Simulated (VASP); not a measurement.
A run of VASP 6.6.1:

POSCAR

```
BP
1.0
    2.2569158570      2.2569158570      0.0000000000
   -2.2569158570      2.2569158570      0.0000000000
    0.0000000000      2.2569158570      2.2750619142
B P
1 1
Direct
    0.0000000000      0.0000000000      0.0000000000
    0.7500000000      0.2500000000      0.5000000000
```

Contents of INCAR.step1:

```
SYSTEM = BP
PREC     = Accurate       ! precision mode
ENCUT    = 520            ! plane-wave cutoff, eV
ISMEAR   = 0              ! smearing method
SIGMA    = 0.01           ! smearing width, eV
LREAL    = .False.        ! projectors in reciprocal space
LASPH    = .True.         ! aspherical terms in the spheres
NELM     = 60             ! most SCF steps
NBANDS   = 11             ! bands
GGA      = PE             ! functional
ALGO     = Normal         ! electronic algorithm
EDIFF    = 1E-4           ! SCF threshold, eV
LWAVE    = .True.         ! write WAVECAR
LCHARG   = .False.        ! write CHGCAR
```

INCAR.step2

```
SYSTEM = BP
PREC     = Accurate       ! precision mode
ENCUT    = 520            ! plane-wave cutoff, eV
EDIFF    = 1E-7           ! SCF threshold, eV
ISMEAR   = 0              ! smearing method
SIGMA    = 0.01           ! smearing width, eV
LREAL    = .False.        ! projectors in reciprocal space
LASPH    = .True.         ! aspherical terms in the spheres
NELM     = 60             ! most SCF steps
ALGO     = Normal         ! electronic algorithm
ISIF     = 2              ! what is computed and relaxed
LWAVE    = .False.        ! write WAVECAR
LCHARG   = .False.        ! write CHGCAR
METAGGA  = R2SCAN         ! meta-GGA
LMIXTAU  = .True.       
NBANDS   = 11             ! bands
ISTART   = 1
```

KPOINTS

```
Automatic mesh
0
Gamma
  8 8 8
  0 0 0
```

Potentials or basis: VASP PAW PBE potentials, release 64 (B, P).

The run is started by

```bash
$ cat potpaw_PBE.64/B/POTCAR potpaw_PBE.64/P/POTCAR > POTCAR
$ cp INCAR.step1 INCAR
$ mpirun -np 1 vasp_std > vasp.out
$ cp INCAR.step2 INCAR
$ mpirun -np 1 vasp_std > vasp.out
```

Hardware: 1 thread of Intel(R) Xeon(R) 6975P-C (Granite Rapids), on a shared host.

Task: How long does it take, and how much memory?

Result: It took 18 s on 1 thread of Intel(R) Xeon(R) 6975P-C (Granite Rapids), on a shared host, peak memory 0.14 GiB. Counts: k points 59.
